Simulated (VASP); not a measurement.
Ta, 1 atom in the cell. Symmetry: Pm-3m, No. 221, cubic system. The conventional cell has a = 2.885 Å, b = 2.885 Å, c = 2.885 Å, α = 90.00°, β = 90.00°, γ = 90.00°. Within 3.8 Å of Ta (site symmetry m-3m) lie 6 Ta at 2.89 Å.  This cell differs from its parent crystal: volume scaled by 1.12.

* Program: VASP 6.6.1
* Task: single point
* Functional: BLYP
* Potentials or basis: VASP PAW PBE potentials, release 64 (Ta_pv)
* Cutoff: 520 eV
* k mesh: 13 × 13 × 13
* Occupations: fermi-dirac, width 0.1 eV
* Spin: no spin polarisation
* Dipole correction: no
* Further INCAR settings: ALGO = Normal; EDIFF = 1e-06; NBANDS = 12

Potentials or basis: VASP PAW PBE potentials, release 64 (Ta_pv).

Command:

```bash
$ cat potpaw_PBE.64/Ta_pv/POTCAR > POTCAR
$ mpirun -np 1 vasp_std > vasp.out
```

Hardware: 1 thread of AMD EPYC 7R13 Processor (Zen 3), with other jobs on the host.

How long does it take, and how much memory?

Run time: 18 s on 1 thread of AMD EPYC 7R13 Processor (Zen 3), with other jobs on the host, peak memory 0.12 GiB. Counts: scf iterations 11, k points 84.
